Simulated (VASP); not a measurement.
The system is BeTe.

```xyz
2
Lattice="0.0000 2.6803 2.6803 2.6803 0.0000 2.6803 2.6803 2.6803 0.0000" Properties=species:S:1:pos:R:3 pbc="T T T"
Be    2.6803    2.6803    2.6803
Te    0.0000    0.0000    0.0000
```

| Item | Value |
| --- | --- |
| Program | VASP 6.6.1 |
| Task | relaxation of cell and atoms |
| Functional | B3LYP |
| Potentials or basis | VASP PAW PBE potentials, release 64 (Be, Te) |
| Cutoff | 600 eV |
| k mesh | 5 × 5 × 5 |
| Occupations | fermi-dirac, width 0.05 eV |
| Spin | no spin polarisation |

At the start: pressure 3.1 GPa; volume 19.26 Å³/atom.

Question: Where does the relaxation end?

Answer: Over 3 steps the energy falls by 8.2 meV/atom and the volume is 20.14 Å³/atom (+4.6 %); space group Fm-3m (No. 225, to 0.1 Å) before and after.

The path:
```csv
step,energy change (eV),largest force (eV/Å),pressure (GPa),volume (Å³)
1,0.0000,0.0000,3.07,38.51
2,-0.0159,0.0000,-0.47,40.60
3,-0.0163,0.0000,0.00,40.28
```

Final structure:
```xyz
2
Lattice="0.0000 2.7208 2.7208 2.7208 0.0000 2.7208 2.7208 2.7208 0.0000" Properties=species:S:1:pos:R:3 pbc="T T T"
Be    2.7208    2.7208    2.7208
Te    0.0000    0.0000    0.0000
```

Caveat: the k points lie up to 0.40 Å⁻¹ apart in the final cell, too coarse for converged energies and pressures of a metal; the PAW data sets were made with another functional, which shifts forces and pressure a little.
